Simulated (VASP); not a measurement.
Set up this calculation in VASP 6.6.1, as the native input.

- Task: single point
- Functional: PBE
- Potentials or basis: VASP PAW PBE potentials, release 64 (Al, B, P)
- Cutoff: 520 eV
- k mesh: 3 × 3 × 4
- Occupations: gaussian, width 0.1 eV
- Spin: no spin polarisation
- Dipole correction: no
- Further INCAR settings: ALGO = Normal; EDIFF = 1e-07; NBANDS = 36

The structure of Al5BP6 lies in POSCAR:

```
Al5BP6
1.0
    6.3082256400      0.0000000000      0.0000000000
   -3.1541128200      5.4630836600      0.0000000000
    0.0000000000      0.0000000000      5.9779972300
Al B P
5 1 6
Direct
    0.6666666700      0.0000000000      0.0000690000
    0.3333333300      0.3333333300      0.0000690000
    0.0000000000      0.6666666700      0.0000690000
    0.6666666700      0.3333333300      0.5000690000
    0.3333333300      0.6666666700      0.5000690000
    0.0000000000      0.0000000000      0.5000690000
    0.6666666700      0.0000000000      0.3749310100
    0.3333333300      0.3333333300      0.3749310100
    0.0000000000      0.6666666700      0.3749310100
    0.0000000000      0.0000000000      0.8749310100
    0.6666666700      0.3333333300      0.8749310100
    0.3333333300      0.6666666700      0.8749310100
```

One way to write it, as run:

INCAR

```
PREC     = Accurate       # precision mode
ENCUT    = 520            # plane-wave cutoff, eV
EDIFF    = 1E-7           # SCF threshold, eV
ISMEAR   = 0              # smearing method
SIGMA    = 0.1            # smearing width, eV
LREAL    = F              # projectors in reciprocal space
LASPH    = T              # aspherical terms in the spheres
NELM     = 100            # most SCF steps
ALGO     = Normal         # electronic algorithm
ISIF     = 2              # what is computed and relaxed
LWAVE    = F              # write WAVECAR
LCHARG   = T              # write CHGCAR
GGA      = PE             # functional
LELF     = T              # ELF
LVHAR    = T            
NBANDS   = 36             # bands
```

KPOINTS

```
Automatic mesh
0
Gamma
  3 3 4
```

Potentials or basis: VASP PAW PBE potentials, release 64 (Al, B, P).

Command:

```console
$ cat potpaw_PBE.64/Al/POTCAR potpaw_PBE.64/B/POTCAR potpaw_PBE.64/P/POTCAR > POTCAR
$ mpirun -np 1 vasp_std > vasp.out
```

Results of the run:

| Quantity | Value |
| --- | --- |
| Pressure | 15.6 GPa |
| Largest force | 3.340 eV/Å |
| Band gap on the k mesh | 1.19 eV, indirect (least direct gap 1.76 eV) |

Caveat: forces of over 1 eV/Å act on the atoms, so gaps and moduli don't describe the material at rest.

Run time: 42 s on 1 thread of Intel(R) Xeon(R) 6975P-C (Granite Rapids), on a shared host, peak memory 0.34 GiB.
